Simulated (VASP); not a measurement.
Write the native input for VASP 6.6.1 that does the following.

```
Task                   : single point
Functional             : PBEsol
Dispersion             : D3(BJ)
Potentials or basis    : VASP PAW PBE potentials, release 64 (Al)
Cutoff                 : 520 eV
k mesh                 : 18 × 18 × 6
Occupations            : gaussian, width 0.15 eV
Spin                   : no spin polarisation
Dipole correction      : no
Further INCAR settings : ALGO = Normal; EDIFF = 1e-07; NBANDS = 14
```

The structure of Al lies in POSCAR:

```
Al
1.0
    2.7262578318      0.0000000000      0.0000000000
   -1.3631289159      2.3610085396      0.0000000000
    0.0000000000      0.0000000000      9.3134420050
Al
4
Direct
    0.0000000000      0.0000000000      0.0000000000
    0.3333333333      0.6666666667      0.2500000000
    0.0000000000      0.0000000000      0.5000000000
    0.6666666667      0.3333333333      0.7500000000
```

This cell differs from its parent crystal: volume 14.987 Å^3 an atom, c/a of the conventional cell 3.4162.

The input as run:

INCAR

```
SYSTEM = Al
PREC = Accurate
ENCUT = 520
EDIFF = 1E-7
ISMEAR = 0
SIGMA = 0.15
LREAL = .False.
LASPH = .True.
NELM = 60
ALGO = Normal
ISIF = 2
LWAVE = .False.
LCHARG = .False.
GGA = PS
IVDW = 12
NBANDS = 14
```

KPOINTS

```
Automatic mesh
0
Gamma
  18 18 6
  0 0 0
```

Potentials or basis: VASP PAW PBE potentials, release 64 (Al).

Launch:

```sh
$ cat potpaw_PBE.64/Al/POTCAR > POTCAR
$ mpirun -np 1 vasp_std > vasp.out
```

Results of the run:

| Item | Value |
| --- | --- |
| Pressure | 4.4 GPa |
| Band gap on the k mesh | zero (band 6 reaches 12.46 eV, above the bottom of band 7 at 7.51 eV) |
| Dispersion energy per atom | -0.350 eV |

Caveat: the PAW data sets were made with another functional, which shifts forces and pressure a little; pairwise dispersion overbinds metals, which lowers pressure and volume.

It took 58 s on 1 thread of Intel(R) Xeon(R) Platinum 8488C (Sapphire Rapids), with other jobs on the host, peak memory 0.23 GiB.
